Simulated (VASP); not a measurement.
## Ta: single point with PBE

Ta, a wire with vacuum:

```xyz
7
Lattice="13.7000 0.0000 0.0000 0.0000 12.6000 0.0000 0.0000 0.0000 4.6935" Properties=species:S:1:pos:R:3 pbc="T T T"
Ta    9.1967    7.9594    0.0000
Ta    9.1967    4.6406    0.0000
Ta    6.8500    7.9594    2.3467
Ta    6.8500    4.6406    2.3467
Ta    6.8500    6.3000    0.0000
Ta    4.5033    6.3000    2.3467
Ta    9.1967    6.3000    2.3467
```

```yaml
Program: VASP 6.6.1
Task: single point
Functional: PBE
Potentials_or_basis: VASP PAW PBE potentials, release 64 (Ta_pv)
Cutoff: 520 eV
k_mesh: 1 × 1 × 12
Occupations: gaussian, width 0.05 eV
Spin: no spin polarisation
```

The largest force is 4.706 eV/Å and the band gap on the k mesh is zero (an odd number of electrons rules out a gap without spin polarisation).

Forces in eV/Å, atoms in the order of the input:
```
Ta  -1.827 -2.841  0.000
Ta  -1.827  2.841  0.000
Ta   0.283 -2.829  0.000
Ta   0.283  2.829  0.000
Ta  -0.038  0.000  0.000
Ta   4.706  0.000  0.000
Ta  -1.581  0.000  0.000
```

Levels at points of the mesh, in eV from the Fermi level:
```tsv
k point	band 35	band 36	band 37	band 38	band 39	band 40	band 41	band 42
(0.00, 0.00, 0.00)	-0.61	-0.59	-0.31	-0.27	-0.21	0.03	0.04	0.26
(0.00, 0.00, 0.50)	-0.76	-0.70	-0.47	-0.41	0.00	0.18	0.48	0.54
```

It took 6.8 min on 1 thread of Intel(R) Xeon(R) 6975P-C (Granite Rapids), on a shared host, peak memory 0.77 GiB.

Caveat: spin-orbit coupling is left out, which moves the levels of the heavy elements.
